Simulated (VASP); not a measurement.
Set up this calculation in VASP 6.6.1, as the native input.

```
Task                   : single point
Functional             : PBE
Potentials or basis    : VASP PAW PBE potentials, release 64 (Sr_sv, Ti_sv, O)
Cutoff                 : 520 eV
k mesh                 : 6 × 6 × 4
Occupations            : gaussian, width 0.1 eV
Spin                   : collinear spin
Starting moments       : [0.0, 1.0, 0.0] μB
Dipole correction      : no
Further INCAR settings : ALGO = Normal; EDIFF = 1e-06; NBANDS = 25
```

The structure of SrTiO lies in POSCAR:

```
SrTiO
1.0
    3.3942894100      0.0000000000      0.0000000000
    0.0000000000      3.3942894100      0.0000000000
    0.0000000000      0.0000000000      5.3730974500
Sr Ti O
1 1 1
Direct
    0.5000000000      0.5000000000      0.0000000000
    0.5000000000      0.5000000000      0.5000000000
    0.0000000000      0.0000000000      0.0000000000
```

The cell was built from a structure type or drawn by symmetry, and may not be a known phase.

The input as run:

INCAR

```
ALGO = Normal
EDIFF = 1E-6
ENCUT = 520
GGA = PE
ISIF = 2
ISMEAR = 0
ISPIN = 2
LASPH = True
LCHARG = False
LMAXMIX = 4
LORBIT = 11
LREAL = False
LWAVE = False
MAGMOM = 0 1 0
NBANDS = 25
NELM = 150
PREC = Accurate
SIGMA = 0.1
```

KPOINTS

```
k-points
0
Gamma
  6 6 4
```

Potentials or basis: VASP PAW PBE potentials, release 64 (Sr_sv, Ti_sv, O).

Launch:

```sh
$ cat potpaw_PBE.64/Sr_sv/POTCAR potpaw_PBE.64/Ti_sv/POTCAR potpaw_PBE.64/O/POTCAR > POTCAR
$ mpirun -np 1 vasp_std > vasp.out
```

Results of the run:

* Pressure: 8.5 GPa
* Net moment: 3.05 μB per cell
* Site moments: Sr +0.13; Ti +2.00; O +0.06 μB
* Valence electrons inside the program's atomic spheres: Sr 8.27; Ti 10.22; O 4.96

Caveat: the cell stands under pressure.

It took 3.5 min on 1 thread of Intel Xeon 8259CL, on a shared host, peak memory 0.25 GiB.
